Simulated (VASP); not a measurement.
# KBr (P6_3/mmc) in VASP: a series of runs, part 3 of 3

VASP 6.6.1. Earlier steps stand in the parts before.

## Step 5: Relaxation of cell and atoms, LDA

The input, INCAR:

```
ALGO     = Normal         # electronic algorithm
EDIFF    = 1E-7           # SCF threshold, eV
EDIFFG   = -0.005         # ionic threshold
ENCUT    = 600            # plane-wave cutoff, eV
GGA      = CA             # functional
IBRION   = 2              # ionic algorithm
ISIF     = 3              # what is computed and relaxed
ISMEAR   = -1             # smearing method
LASPH    = True           # aspherical terms in the spheres
LCHARG   = False          # write CHGCAR
LREAL    = False          # projectors in reciprocal space
LWAVE    = False          # write WAVECAR
NELM     = 100            # most SCF steps
NSW      = 80             # ionic steps
PREC     = Accurate       # precision mode
SIGMA    = 0.02           # smearing width, eV
```

The input, KPOINTS:

```
k-points
0
Gamma
  6 6 4
```

The input, POSCAR:

```
KBr
1.0
    5.6716481189      0.0000000000      0.0000000000
   -2.8358240594      4.9117913523      0.0000000000
    0.0000000000      0.0000000000      6.6514346690
K Br
2 2
Direct
    0.3333333333      0.6666666667      0.2500000000
    0.6666666667      0.3333333333      0.7500000000
    0.6666666667      0.3333333333      0.2500000000
    0.3333333333      0.6666666667      0.7500000000
```

Potentials or basis: VASP PAW LDA potentials, release 64 (K_sv, Br).

Run with:

```console
cat potpaw_LDA.64/K_sv/POTCAR potpaw_LDA.64/Br/POTCAR > POTCAR
mpirun -np 1 vasp_std > vasp.out
```

OUTCAR:

```text
EDIFF = 1E-7
   EDIFFG = -0.005
   ENCUT = 600
   GGA = CA
   IBRION = 2
   ISIF = 3
   ISMEAR = -1
   LASPH = True
   LREAL = False
   NELM = 100
   NSW = 80
   PREC = Accurate

 ion  position               nearest neighbor table
   1  0.333  0.667  0.250-   3 3.27   3 3.27   3 3.27
   2  0.667  0.333  0.750-   4 3.27   4 3.27   4 3.27
   3  0.667  0.333  0.250-   1 3.27   1 3.27   1 3.27
   4  0.333  0.667  0.750-   2 3.27   2 3.27   2 3.27

  LATTYP: Found a hexagonal cell.
 ALAT       =     5.6716481189
 C/A-ratio  =     1.1727516464

  Lattice vectors:

 A1 = (   5.6716481189,   0.0000000000,   0.0000000000)
[... 185 lines left out ...]
  Direction    XX          YY          ZZ          XY          YZ          ZX
  --------------------------------------------------------------------------------------
  -------------------------------------------------------------------------------------
  Total       -1.5359945     -1.5359945     -2.0362440     -0.0000000      0.0000000      0.0000000
  in kB      -13.2811511    -13.2811511    -17.6066153     -0.0000000      0.0000000      0.0000000
  external PRESSURE =     -14.7229725 kB  Pullay stress =       0.0000000 kB
[... 253 lines left out ...]
--------------------------------------- Ionic step        8  -------------------------------------------

 number of electron      32.0000000 magnetization

 Free energy of the ion-electron system (eV)
  ---------------------------------------------------
  ext. energy  EPLUGINS =         0.00000000
  ---------------------------------------------------
  free energy    TOTEN  =       -13.35177468 eV

  energy without entropy =      -13.35177468  energy(sigma->0) =      -13.35177468

 E-fermi :  -1.9283     XC(G=0):  -7.2037

 val. band max:       -2.3593530985   @ k =   0.0000   0.0000   0.0000
 cond. band min:       1.6344229130   @ k =   0.0000   0.0000   0.0000
 fundamental gap:      3.9937760115
 Fermi energy:        -1.9282685694

 k-point     1 :       0.0000    0.0000    0.0000
  band No.  band energies     occupation
      1     -29.7273      2.00000
      2     -29.7150      2.00000
      3     -14.7398      2.00000
      4     -14.6297      2.00000
      5     -13.5764      2.00000
      6     -13.5264      2.00000
[... 503 lines left out ...]
  FREE ENERGIE OF THE ION-ELECTRON SYSTEM (eV)
  ---------------------------------------------------
  free  energy   TOTEN  =       -13.3517746849 eV

  energy  without entropy=      -13.3517746849  energy(sigma->0) =      -13.35177468

 reached required accuracy - stopping structural energy minimisation
```

OSZICAR:

```text
N       E                     dE             d eps       ncg     rms          rms(c)
DAV:   1     0.267853290206E+03    0.26785E+03   -0.14542E+04   840   0.148E+03
DAV:   2     0.152375889886E+02   -0.25262E+03   -0.23995E+03  1008   0.371E+02
[... 79 lines left out ...]
       N       E                     dE             d eps       ncg     rms          rms(c)
DAV:   1    -0.133522568412E+02   -0.50676E-03   -0.11662E-02   964   0.948E-01    0.132E-01
DAV:   2    -0.133518647757E+02    0.39207E-03   -0.98286E-04  1028   0.249E-01    0.514E-02
DAV:   3    -0.133517734318E+02    0.91344E-04   -0.27002E-04  1116   0.123E-01    0.413E-02
DAV:   4    -0.133517746265E+02   -0.11947E-05   -0.18422E-05  1584   0.177E-02    0.148E-02
DAV:   5    -0.133517746237E+02    0.27912E-08   -0.91595E-06  1316   0.163E-02    0.301E-03
DAV:   6    -0.133517746849E+02   -0.61218E-07   -0.50050E-07   936   0.396E-03
   8 F= -.13351775E+02 E0= -.13351775E+02  d E =-.245542E-04
```

It took 4.3 min on 1 thread of Intel Xeon 6975P-C (Granite Rapids), shared host; peak memory 0.33 GiB.

What came out:

```
Free energy                            : -13.3518 eV
Relaxed volume                         : 40.49 Å³/atom
Relaxed cell                           : a = 5.434 Å, b = 5.434 Å, c = 6.333 Å, α = 90.00°, β = 90.00°, γ = 120.00°
Space group after relaxing (to 0.05 Å) : P6_3/mmc (No. 194)
Energy gained by relaxing              : 31.0 meV/atom
Ionic steps                            : 8
Pressure after relaxing                : 0.0 GPa
Band gap on the k mesh                 : 3.99 eV, direct
```

Step by step:
```csv
step,energy change (eV),largest force (eV/Å),pressure (GPa),volume (Å³)
1,0.0000,0.0000,-1.47,185.30
2,-0.0864,0.0000,-0.92,174.11
3,-0.1228,0.0000,-0.15,163.70
4,-0.1233,0.0000,0.00,162.10
5,-0.1233,0.0000,-0.04,162.54
6,-0.1238,0.0000,-0.04,162.37
7,-0.1239,0.0000,-0.03,162.20
8,-0.1240,0.0000,-0.01,161.95
```

Final structure:
```xyz
4
Lattice="5.4339 0.0000 0.0000 -2.7170 4.7059 0.0000 0.0000 0.0000 6.3332" Properties=species:S:1:pos:R:3 pbc="T T T"
K     0.0000    3.1373    1.5833
K     2.7170    1.5686    4.7499
Br    2.7170    1.5686    1.5833
Br    0.0000    3.1373    4.7499
```

## Step 6: Overview

```csv
task,level,potentials or basis,cell,cutoff (eV),gap on the mesh (eV),pressure (GPa),relaxed volume (Å³/atom)
single point,PBE,"VASP PAW PBE potentials, release 64 (K_sv, Br)","a = 5.672, b = 5.672, c = 6.651 Å, angles 90.0, 90.0, 120.0°, 4 atoms",520,4.14,0.0,-
relaxation of cell and atoms,PBE,"VASP PAW PBE potentials, release 64 (K_sv, Br)","relaxed from a = 5.256, b = 5.256, c = 6.570 Å, angles 90.0, 90.0, 120.0°, 4 atoms",600,4.13,0.0,46.39
single point,LDA,"VASP PAW LDA potentials, release 64 (K_sv, Br)","a = 5.424, b = 5.424, c = 6.323 Å, angles 90.0, 90.0, 120.0°, 4 atoms",520,4.00,0.1,-
relaxation of cell and atoms,LDA,"VASP PAW LDA potentials, release 64 (K_sv, Br)","relaxed from a = 5.672, b = 5.672, c = 6.651 Å, angles 90.0, 90.0, 120.0°, 4 atoms",600,3.99,0.0,40.49
```

Alike in all rows: no spin polarisation; k mesh 6 × 6 × 4; smearing fermi-dirac 0.02 eV.

Caveats: the volume moved by over 15 % at a fixed basis, so the end points are rough (some runs).

Absolute energies hang on the potentials; compare differences alone.
